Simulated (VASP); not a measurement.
WC: relaxation of cell and atoms with LDA

The system is WC.

```
W C
1.0
     2.90650    0.00000    0.00000
    -1.45325    2.51710    0.00000
     0.00000    0.00000    2.83660
W C
1 1
Direct
  0.00000 0.00000 0.00000
  0.66667 0.33333 0.50000
```

```
Program                : VASP 6.6.1
Task                   : relaxation of cell and atoms
Functional             : LDA
Potentials or basis    : VASP PAW LDA potentials, release 64 (W_sv, C)
Cutoff                 : 600 eV
k mesh                 : 12 × 12 × 11
Occupations            : fermi-dirac, width 0.1 eV
Spin                   : no spin polarisation
Dipole correction      : no
Further INCAR settings : ALGO = Normal; EDIFF = 1e-06; IBRION = 2; EDIFFG = -0.01; NSW = 80; ISIF = 3
```

```yaml
Relaxed_volume: 10.19 Å³/atom
Relaxed_cell: a = 2.890 Å, b = 2.890 Å, c = 2.818 Å, α = 90.00°, β = 90.00°, γ = 120.00°
Space_group_after_relaxing_to_0.1_Å: P-6m2 (No. 187)
Energy_gained_by_relaxing: 4.4 meV/atom
Ionic_steps: 7
Pressure_after_relaxing: 0.1 GPa
Band_gap_on_the_k_mesh: zero (bands 9 and 10 overlap by 1.19 eV)
```

The path:
```
step  energy change (eV)  largest force (eV/Å)  pressure (GPa)  volume (Å³)
   1              0.0000                0.0000           -7.37        20.75
   2              0.0693                0.0000           24.81        19.35
   3             -0.0087                0.0000           -0.19        20.39
   4             -0.0087                0.0000           -0.08        20.39
   5             -0.0087                0.0000            0.07        20.38
   6             -0.0087                0.0000            0.16        20.37
   7             -0.0087                0.0000            0.13        20.38
```

Final structure:
```yaml
crystal:
  lattice:
    - [2.88966, 0.00000, 0.00000]
    - [-1.44483, 2.50252, 0.00000]
    - [0.00000, 0.00000, 2.81773]
  atoms:
    - { symbol: W, position: [0.00000, 0.00000, 0.00000] }
    - { symbol: C, position: [0.66667, 0.33333, 0.50000] }
```

Levels at points of the mesh, in eV from the Fermi level:
| k point | band 6 | band 7 | band 8 | band 9 | band 10 | band 11 | band 12 | band 13 |
| --- | --- | --- | --- | --- | --- | --- | --- | --- |
| (0.00, 0.00, 0.00) | -4.45 | -3.45 | -3.45 | 0.10 | 3.24 | 3.24 | 5.68 | 5.68 |
| (0.50, 0.00, 0.00) | -7.07 | -3.72 | -3.69 | -0.47 | 2.33 | 4.58 | 4.96 | 6.91 |

Run time: 34 s on 1 thread of Intel(R) Xeon(R) 6975P-C (Granite Rapids), with other jobs on the host, peak memory 0.17 GiB.

Caveat: spin-orbit coupling is left out, which moves the levels of the heavy elements. LDA usually gives volumes a few per cent too small.
